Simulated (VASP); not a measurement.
HfH2: single point with PBEsol

Crystal: HfH2.

```
Hf H
1.0
    -1.73900    1.73900    2.18050
     1.73900   -1.73900    2.18050
     1.73900    1.73900   -2.18050
Hf H
1 2
Direct
  0.00000 0.00000 0.00000
  0.76433 0.26433 0.50000
  0.26433 0.76433 0.50000
```

This cell differs from its parent crystal: all H atoms moved +0.062 Å, as atom 2 along Cartesian [0 0 1].

```
Program             : VASP 6.6.1
Task                : single point
Functional          : PBEsol
Potentials or basis : VASP PAW PBE potentials, release 64 (Hf_pv, H)
Cutoff              : 520 eV
k mesh              : 20 × 20 × 20
Occupations         : gaussian, width 0.15 eV
Spin                : no spin polarisation
```

| Property | Result |
| --- | --- |
| Pressure | -5.5 GPa |
| Largest force | 0.569 eV/Å |
| Band gap on the k mesh | zero (band 6 reaches 5.81 eV, above the bottom of band 7 at 4.75 eV) |

Forces on the atoms (eV/Å):
```
Hf   0.000  0.000  0.569
H    0.000  0.000 -0.284
H    0.000  0.000 -0.284
```

Stress tensor (GPa, compression positive):
```
-5.09  0.00  0.00
 0.00 -5.09  0.00
 0.00  0.00 -6.33
```

Levels at points of the mesh, in eV from the Fermi level:
```csv
k point,band 4,band 5,band 6,band 7,band 8,band 9
"(0.00, 0.00, 0.00)",-11.26,-1.39,-0.47,-0.47,0.47,1.85
"(0.50, 0.00, 0.00)",-8.36,-5.18,-0.82,0.55,3.77,4.57
"(0.50, 0.50, 0.00)",-6.58,-5.72,-4.14,3.92,4.14,5.26
"(0.50, 0.50, 0.50)",-7.67,-4.48,-3.65,4.56,4.68,4.68
```

Run time: 46 s on 1 thread of Intel(R) Xeon(R) 6975P-C (Granite Rapids), with other jobs on the host, peak memory 0.33 GiB.

Caveat: the cell differs from its parent crystal (all H atoms moved +0.062 Å, as atom 2 along Cartesian [0 0 1]); the PAW data sets were made with another functional, which shifts forces and pressure a little; spin-orbit coupling is left out, which moves the levels of the heavy elements.
